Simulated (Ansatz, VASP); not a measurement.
# Al2Rh: VASP beside Ansatz

INCAR

```
PREC     = Accurate       # precision mode
ENCUT    = 520            # plane-wave cutoff, eV
EDIFF    = 1E-6           # SCF threshold, eV
ISMEAR   = 0              # smearing method
SIGMA    = 0.1            # smearing width, eV
LREAL    = False          # projectors in reciprocal space
LASPH    = True           # aspherical terms in the spheres
NELM     = 150            # most SCF steps
ALGO     = Normal         # electronic algorithm
ISIF     = 2              # what is computed and relaxed
LWAVE    = False          # write WAVECAR
LCHARG   = False          # write CHGCAR
ISPIN    = 2              # spin polarisation
MAGMOM   = 0 0 0 0 1 1    # initial moments
LORBIT   = 11             # projections on sites
LMAXMIX  = 4              # l up to which the mixer works
GGA      = PE             # functional
NBANDS   = 34             # bands
```

File KPOINTS:

```
Automatic mesh
0
Gamma
  6 6 4
```

POSCAR

```
Al2Rh
1.0
    4.3297323021      0.0000000000      0.0000000000
   -2.1648661511      3.7496581652      0.0000000000
    0.0000000000      0.0000000000      5.3561221429
Al Rh
4 2
Direct
    0.3333333333      0.6666666667      0.7500000000
    0.6666666667      0.3333333333      0.2500000000
    0.0000000000      0.0000000000      0.0000000000
    0.0000000000      0.0000000000      0.5000000000
    0.3333333333      0.6666666667      0.2500000000
    0.6666666667      0.3333333333      0.7500000000
```

Input for Ansatz:

```yaml
crystal:
  lattice:
    - [4.3297323021, 0.0, 0.0]
    - [-2.1648661511, 3.7496581652, 0.0]
    - [0.0, 0.0, 5.3561221429]
  atoms:
    - { symbol: Al, position: [0.3333333333, 0.6666666667, 0.75] }
    - { symbol: Al, position: [0.6666666667, 0.3333333333, 0.25] }
    - { symbol: Al, position: [0.0, 0.0, 0.0] }
    - { symbol: Al, position: [0.0, 0.0, 0.5] }
    - { symbol: Rh, position: [0.3333333333, 0.6666666667, 0.25], spin: 1.0 }
    - { symbol: Rh, position: [0.6666666667, 0.3333333333, 0.75], spin: 1.0 }
basis:
  ecutwfc: 420
kpoints:
  mp_grid: { grid: [6, 6, 4] }
hamiltonian:
  xc: pbe
scf:
  occupations: { method: gaussian, width: 0.1 }
  lower_state_search: "off"
output:
  forces: true
  stress: true
  eigenvalues: true
  populations: true
magnetization:
  spin_polarized: true
```

Change from the starting cell: species swapped into the Tm2In type (P6_3/mmc, No. 194).

Alike in both runs: task single point; functional PBE; k mesh 6 × 6 × 4; occupations gaussian, width 0.1 eV; collinear spin.

|  | VASP | Ansatz |
| --- | --- | --- |
| version | VASP 6.6.1 | Ansatz 0.2.0 |
| potentials or method | VASP PAW PBE potentials, release 64 (Al, Rh_pv), cutoff 520 eV | scalar-relativistic, plane waves, PAW |
| valence electrons in the cell | 42 | 46 |

Ansatz gave:

- gap on the k mesh at the Fermi level (eV): none
- pressure (GPa): -0.1
- traceless stress, the component that is largest in VASP (GPa): -0.16
- net moment per atom (μB): 0.00

Problem. What did VASP give for the same quantities?

Solution. gap on the k mesh at the Fermi level (eV): none; pressure (GPa): 0.0; traceless stress, the component that is largest in VASP (GPa): -0.17; net moment per atom (μB): 0.00.

A gap of «none» marks a metal or a gap that the smearing closes. VASP's potentials hold 42 valence electrons a cell and Ansatz's 46, so a difference there can come from the potentials and not from the codes. Ansatz's warnings: seeded moment not kept.
